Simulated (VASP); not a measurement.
SiC (klda): single point with LDA

Crystal: SiC (klda).

```xyz
2
Lattice="0.0000 2.1770 2.1770 2.1770 0.0000 2.1770 2.1770 2.1770 0.0000" Properties=species:S:1:pos:R:3 pbc="T T T"
Si    3.2655    3.2655    3.2655
C     0.0000    0.0000    0.0000
```

- Program: VASP 6.6.1
- Task: single point
- Functional: LDA
- Potentials or basis: VASP PAW LDA potentials, release 64 (Si, C)
- Cutoff: 520 eV
- k mesh: 8 × 8 × 8
- Occupations: gaussian, width 0.1 eV
- Spin: no spin polarisation

```yaml
Pressure: -3.4 GPa
Band_gap_on_the_k_mesh: 1.30 eV, indirect (least direct gap 4.50 eV)
```

Levels at points of the mesh, in eV from the valence-band top:
| k point | band 1 | band 2 | band 3 | band 4 | band 5 | band 6 | band 7 | band 8 | band 9 |
| --- | --- | --- | --- | --- | --- | --- | --- | --- | --- |
| (0.00, 0.00, 0.00) | -15.34 | 0.00 | 0.00 | 0.00 | 6.32 | 7.21 | 7.21 | 7.21 | 14.47 |
| (0.50, 0.00, 0.00) | -11.71 | -8.57 | -1.06 | -1.06 | 5.41 | 7.14 | 7.14 | 9.93 | 15.96 |
| (0.50, 0.50, 0.00) | -10.22 | -7.82 | -3.20 | -3.20 | 1.30 | 4.20 | 13.86 | 13.86 | 14.59 |

Wall time 3.6 s on 1 thread of Intel(R) Xeon(R) Platinum 8259CL CPU @ 2.50GHz (Skylake/Cascade Lake), with other jobs on the host, peak memory 0.12 GiB.

A k mesh can miss the band edges.
